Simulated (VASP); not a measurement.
# KS4O (P1) in VASP: single point with PBE

Aim: the single point of KS4O with PBE.

All numbers are computed with VASP 6.6.1; they aren't measurements. Logs are shortened: lines on timing, memory, paths and dates and some standing lists are left out, and cuts for length are marked.

## (1) The cell of the first run

The typed cell holds 12 atoms: a = 6.255 Å, b = 6.365 Å, c = 7.379 Å, α = 66.10°, β = 67.30°, γ = 91.38°.

## (2) Single point, PBE

The input, INCAR:

```
SYSTEM = KS4O
PREC     = Accurate       ! precision mode
ENCUT    = 600            ! plane-wave cutoff, eV
EDIFF    = 1E-6           ! SCF threshold, eV
ISMEAR   = 1              ! smearing method
SIGMA    = 0.1507         ! smearing width, eV
LREAL    = .False.        ! projectors in reciprocal space
LASPH    = .True.         ! aspherical terms in the spheres
NELM     = 120            ! most SCF steps
ALGO     = Normal         ! electronic algorithm
ISIF     = 2              ! what is computed and relaxed
LWAVE    = .False.        ! write WAVECAR
LCHARG   = .False.        ! write CHGCAR
GGA      = PE             ! functional
NBANDS   = 51             ! bands
GGA_COMPAT= .False.
```

The input, KPOINTS:

```
Automatic mesh
0
Gamma
  3 3 3
  0 0.5 0
```

The input, POSCAR:

```
KS4O
1.0
   -0.0764100000      6.2540840000      0.1042840000
    6.3642750000     -0.0764100000      0.0612520000
    3.0834190000      2.9858100000     -6.0017390000
O K S
2 2 8
Direct
    0.5059260000      0.9951990000      0.9969990000
    0.0212340000      0.5009170000      0.9912510000
    0.2367650000      0.2596410000      0.5091040000
    0.7625990000      0.7599270000      0.4984830000
    0.7595300000      0.2702390000      0.7909140000
    0.2804850000      0.4577990000      0.7811910000
    0.4646340000      0.9504440000      0.7637380000
    0.9365020000      0.7663500000      0.7795960000
    0.7202450000      0.5468360000      0.2311230000
    0.2146390000      0.7299680000      0.2267450000
    0.0504200000      0.2265870000      0.2366710000
    0.5585690000      0.0727440000      0.2270290000
```

Potentials or basis: VASP PAW PBE potentials, release 64 (O, K_sv, S).

Started as:

```sh
> cat potpaw_PBE.64/O/POTCAR potpaw_PBE.64/K_sv/POTCAR potpaw_PBE.64/S/POTCAR > POTCAR
> mpirun -np 1 vasp_std > vasp.out
```

OUTCAR:

```text
SYSTEM = KS4O
   PREC = Accurate
   ENCUT = 600
   EDIFF = 1E-6
   ISMEAR = 1
   LREAL = .False.
   LASPH = .True.
   NELM = 120
   ISIF = 2
   GGA = PE

 ion  position               nearest neighbor table
   1  0.506  0.995  0.997-   5 1.93   7 1.96  10 2.05  12 2.08
   2  0.021  0.501  0.991-   6 1.88  11 2.02   8 2.03   9 2.15
   3  0.237  0.260  0.509-  11 2.75   6 2.86  10 2.92   5 2.93   9 2.93   7 2.94  12 2.95   8 3.02

   4  0.763  0.760  0.498-   8 2.70   7 2.83  10 2.83  11 2.86   9 2.89  12 2.91   6 2.96   5 2.98

   5  0.760  0.270  0.791-   1 1.93  12 2.65   3 2.93   4 2.98
   6  0.280  0.458  0.781-   2 1.88  11 2.77   3 2.86   4 2.96
   7  0.465  0.950  0.764-   1 1.96   4 2.83   3 2.94
   8  0.937  0.766  0.780-   2 2.03   4 2.70   9 2.75   3 3.02
   9  0.720  0.547  0.231-   2 2.15   8 2.75   4 2.89   3 2.93
  10  0.215  0.730  0.227-   1 2.05   4 2.83   3 2.92
  11  0.050  0.227  0.237-   2 2.02   3 2.75   6 2.77   4 2.86
  12  0.559  0.073  0.227-   1 2.08   5 2.65   4 2.91   3 2.95

  LATTYP: Found a triclinic cell.
 ALAT       =     6.3650284030
 B/A-ratio  =     1.3851259036
 C/A-ratio  =     2.3414810378
 COS(alpha) =     0.0003865161
 COS(beta)  =     0.6478594608
 COS(gamma) =     0.7048882774

  Lattice vectors:

 A1 = (  -6.3642750000,   0.0764100000,  -0.0612520000)
 A2 = (  -6.2878650000,  -6.1776740000,  -0.1655360000)
 A3 = (  -9.6005140000,   9.5987680000,   6.1490550000)

Analysis of symmetry for initial positions (statically):
=====================================================================
 Subroutine PRICEL returns:
 Original cell was already a primitive cell.

 Routine SETGRP: Setting up the symmetry group for a
 triclinic supercell.

 Subroutine GETGRP returns: Found  1 space group operations
 (whereof  1 operations were pure point group operations)
 out of a pool of  2 trial point group operations.

The static configuration has the point symmetry C_1 .

Analysis of symmetry for dynamics (positions and initial velocities):
=====================================================================
 Subroutine PRICEL returns:
 Original cell was already a primitive cell.

 Routine SETGRP: Setting up the symmetry group for a
 triclinic supercell.

 Subroutine GETGRP returns: Found  1 space group operations
 (whereof  1 operations were pure point group operations)
 out of a pool of  2 trial point group operations.

The dynamic configuration has the point symmetry C_1 .

[... 118 lines left out ...]
   NELECT =      78.0000    total number of electrons
   NUPDOWN=      -1.0000    fix difference up-down
   EMIN   =  10.00;   EMAX   =-10.00  energy-range for DOS
   EFERMI =   0.00;   METHOD = LEGACY
   ISMEAR =     1;   SIGMA  =   0.15  broadening in eV -4-tet -1-fermi 0-gaus
   EFERMI_NEDOS =   21; number of points for ismear=-14 and -15
   IALGO  =     38    algorithm
   IMIX   =      4    mixing-type and parameters
     AMIX     =   0.40;   BMIX     =  1.00
     AMIX_MAG =   1.60;   BMIX_MAG =  1.00
  volume/ion in A,a.u.               =      20.17       136.12
  Fermi-wavevector in a.u.,A,eV,Ry     =   1.122372  2.120976 17.139523  1.259719
  Thomas-Fermi vector in A             =   2.259032
   LORBIT       =      0    0 simple, 1 ext, 2 COOP (PROOUT), +10 PAW based schemes
   GGA     = PE    functional components
   LHFCALC =     F    Hartree Fock is set to
   AEXX    =    0.0000 exact exchange contribution
   IVDW    =     0    specifies the selected vdW correction
   LEPSILON=     F    determine dielectric tensor
   LRPA    =     F    only Hartree local field effects (RPA)
 non-spin polarized calculation
 Methfessel and Paxton  Order N= 1 SIGMA  =   0.15
  energy-cutoff  :      600.00
  volume of cell :      242.05
 maximum number of plane-waves:      8112
 NGX is ok and might be reduce to    50
   NGX = 25   NGY = 25   NGZ = 29

 number of electron      77.9999999 magnetization

 Free energy of the ion-electron system (eV)
  ---------------------------------------------------
  ext. energy  EPLUGINS =         0.00000000
  ---------------------------------------------------
  free energy    TOTEN  =       -35.51122272 eV

  energy without entropy =      -35.51261999  energy(sigma->0) =      -35.51168848

 E-fermi :   2.5363     XC(G=0):  -9.3516

 val. band max:        2.5249515146   @ k =  -0.3333   0.1667  -0.0000
 cond. band min:       2.5766697188   @ k =   0.0000   0.1667  -0.0000
 fundamental gap:      0.0517182042
 Fermi energy:         2.5362657729

 k-point     1 :       0.0000    0.1667   -0.0000
  band No.  band energies     occupation
      1     -25.7283      2.00000
      2     -25.7020      2.00000
      3     -17.3707      2.00000
      4     -17.2502      2.00000
      5     -10.5558      2.00000
      6     -10.3172      2.00000
[... 745 lines left out ...]
     50       9.4155      0.00000
     51       9.7686      0.00000

------------------------ aborting loop because EDIFF is reached ----------------------------------------

  FORCE on cell =-STRESS in cart. coord.  units (eV):
  Direction    XX          YY          ZZ          XY          YZ          ZX
  --------------------------------------------------------------------------------------
  -------------------------------------------------------------------------------------
  Total        6.4602425      6.8003010      0.1673183      0.9815930     -0.4931083     -1.7521068
  in kB       42.7613144     45.0122124      1.1075046      6.4973111     -3.2639576    -11.5974577
  external PRESSURE =      29.6270105 kB  Pullay stress =       0.0000000 kB

 VOLUME and BASIS-vectors are now :
 -----------------------------------------------------------------------------
  energy-cutoff  :      600.00
  volume of cell :      242.05
      direct lattice vectors                 reciprocal lattice vectors
    -0.076410000  6.254084000  0.104284000     0.001139037  0.158584152  0.079479344
     6.364275000 -0.076410000  0.061252000     0.156358055  0.000566166  0.080611280
     3.083419000  2.985810000 -6.001739000     0.001615536  0.002761278 -0.164414676

 POSITION                                       TOTAL-FORCE (eV/Angst)
 -----------------------------------------------------------------------------------
      9.36923      6.06491     -5.87001        -0.515935     -0.363929      1.183160
      6.24279      3.05421     -5.91633        -1.102695      1.154776      1.776658
      3.20412      2.98100     -3.01492        -0.062668      0.295109     -0.384473
      6.31515      6.19967     -2.86569        -0.517397     -0.565701      0.232183
      4.10056      7.09103     -4.65110         0.195920     -0.335003     -1.727855
      5.30087      4.05168     -4.63121         0.842999     -0.379756     -1.692497
      8.36831      5.11361     -4.47709         0.279970      0.303361     -1.481810
      7.20953      8.12613     -4.53433         0.113681      0.529866     -2.121563
      4.13783      5.15278     -1.27854         0.214569     -0.498798      0.834555
      5.32847      1.96361     -1.29377        -0.287068     -0.118837      0.934672
      2.16797      1.00467     -1.40130         0.076416     -0.368551      1.280809
      1.12031      4.16564     -1.29986         0.762209      0.347463      1.166161
 -----------------------------------------------------------------------------------
    total drift:                                0.000054     -0.000171     -0.000056

  FREE ENERGIE OF THE ION-ELECTRON SYSTEM (eV)
  ---------------------------------------------------
  free  energy   TOTEN  =       -35.5112227239 eV

  energy  without entropy=      -35.5126199916  energy(sigma->0) =      -35.51168848
```

stdout:

```text
POSCAR found type information on POSCAR O K S
 POSCAR found :  3 types and      12 ions
 scaLAPACK will be used
 LDA part: xc-table for (Slater+PW92), standard interpolation
 POSCAR, INCAR and KPOINTS ok, starting setup
 FFT: planning ... GRIDC
 FFT: planning ... GRID_SOFT
 FFT: planning ... GRID
 WAVECAR not read
 entering main loop
```

Wall time 8.7 min (1 thread of AMD EPYC 7R13, shared host); peak memory 0.48 GiB.

What came out:

```
Free energy            : -35.5112 eV
Pressure               : 3.0 GPa
Largest force          : 2.389 eV/Å
Band gap on the k mesh : zero (bands 39 and 40 overlap by 0.39 eV)
```

Forces in eV/Å, atoms in the order of the input:
```
O   -0.516 -0.364  1.183
O   -1.103  1.155  1.777
K   -0.063  0.295 -0.384
K   -0.517 -0.566  0.232
S    0.196 -0.335 -1.728
S    0.843 -0.380 -1.692
S    0.280  0.303 -1.482
S    0.114  0.530 -2.122
S    0.215 -0.499  0.835
S   -0.287 -0.119  0.935
S    0.076 -0.369  1.281
S    0.762  0.347  1.166
```

Caveat: the k points lie up to 0.37 Å⁻¹ apart; forces of over 1 eV/Å act on the atoms, so gaps and moduli don't describe the material at rest.

The gap in the log of VASP goes by the Fermi energy; the results here count the filled bands.